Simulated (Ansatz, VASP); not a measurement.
**One calculation of Pd, two programs**

```xyz
1
Lattice="0.0000 1.9186 1.9186 1.9186 0.0000 1.9186 1.9186 1.9186 0.0000" Properties=species:S:1:pos:R:3 pbc="T T T"
Pd    0.0000    0.0000    0.0000
```

Change from the starting cell: volume scaled by 0.96, crystal datasets.

Alike in both runs: task electric field gradients; functional LDA; k mesh 18 × 18 × 18; occupations fermi-dirac, width 0.05 eV; no spin polarisation.

|  | VASP | Ansatz |
| --- | --- | --- |
| version | VASP 6.6.1 | Ansatz 0.2.0 |
| potentials or method | VASP PAW LDA potentials, release 64 (Pd), cutoff 520 eV | all-electron PAW with datasets made for the crystal, scalar-relativistic |

Ansatz gave:

- pressure (GPa): 0.4

Q: Which values does VASP return?

A: Pressure (GPa): 0.6.

LDA's correlation is that of Perdew and Zunger in VASP and of Perdew and Wang (1992) in Ansatz. Ansatz ran all-electron here, and VASP with PAW potentials.
